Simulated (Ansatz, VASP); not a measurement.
Si3N4 in VASP and in Ansatz

```
CELL_PARAMETERS angstrom
7.59500 0.00000 0.00000
-3.79750 6.57746 0.00000
0.00000 0.00000 2.87328
ATOMIC_POSITIONS crystal
Si 0.76653 0.17317 0.32563
Si 0.59336 0.76653 0.82563
Si 0.82683 0.59336 0.32563
Si 0.23347 0.82683 0.82563
Si 0.40664 0.23347 0.32563
Si 0.17317 0.40664 0.82563
N 0.02809 0.32945 0.32563
N 0.69863 0.02809 0.82563
N 0.67055 0.69863 0.32563
N 0.97191 0.67055 0.82563
N 0.30137 0.97191 0.32563
N 0.32945 0.30137 0.82563
N 0.33333 0.66667 0.82561
N 0.66667 0.33333 0.32561
```

Change from the starting cell: z stretched by -1 %, ions relaxed.

Alike in both runs: functional PBE; k mesh 4 × 4 × 10; occupations fermi-dirac, width 0.02 eV; no spin polarisation.

Ansatz relaxed the structure, and its values are those at the end. VASP's run is a single point on that final structure, the one shown.

|  | VASP | Ansatz |
| --- | --- | --- |
| version | VASP 6.6.1 | Ansatz 0.2.0 |
| potentials or method | VASP PAW PBE potentials, release 64 (Si, N) | plane-wave PAW, scalar-relativistic |
| plane-wave cutoff (eV) | 520 | 420 |
| valence electrons in the cell | 64 | 64 |

|  | VASP | Ansatz | Ansatz less VASP |
| --- | --- | --- | --- |
| gap on the k mesh at the Fermi level (eV) | 4.56 | 4.57 | +0.011 |
| pressure (GPa) | 8.9 | 9.2 | +0.29 |
| rms of the force components (eV/Å) | 0.009 | 0.007 | -0.0017 |

Ansatz's warnings: stress scf threshold loose.
